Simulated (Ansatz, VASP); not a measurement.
One calculation of SiO2, two programs

```
Si O
1.0
     3.73481    0.00000    0.00000
     0.00000    3.73481    0.00000
     0.00000    0.00000    2.76712
Si O
2 4
Cartesian
  1.8674 1.8674 1.3836
  0.0000 0.0000 0.0000
  2.5935 2.5935 0.0000
  0.7261 3.0087 1.3836
  1.1413 1.1413 0.0000
  3.0087 0.7261 1.3836
```

Alike in both runs: task single point; functional LDA; k mesh 6 × 6 × 10; occupations gaussian, width 0.05 eV; no spin polarisation.

```csv
,VASP,Ansatz
version,VASP 6.6.1,Ansatz 0.2.0
potentials or method,"VASP PAW LDA potentials, release 64 (Si, O), cutoff 520 eV","scalar-relativistic, plane waves, PAW"
valence electrons in the cell,32,32
```

Ansatz gave:

```
gap on the k mesh at the Fermi level (eV) : 5.30
least direct gap on the mesh (eV)         : 5.30
rms of the force components (eV/Å)        : 0.325
```

Problem. Which values does VASP return?

Solution. gap on the k mesh at the Fermi level (eV): 5.24; least direct gap on the mesh (eV): 5.24; rms of the force components (eV/Å): 0.310.

Ansatz warns that its potentials were made for another functional, while VASP's fit it. LDA's correlation is that of Perdew and Zunger in VASP and of Perdew and Wang (1992) in Ansatz. Atom by atom the forces differ by 0.015 eV/Å (rms over components).
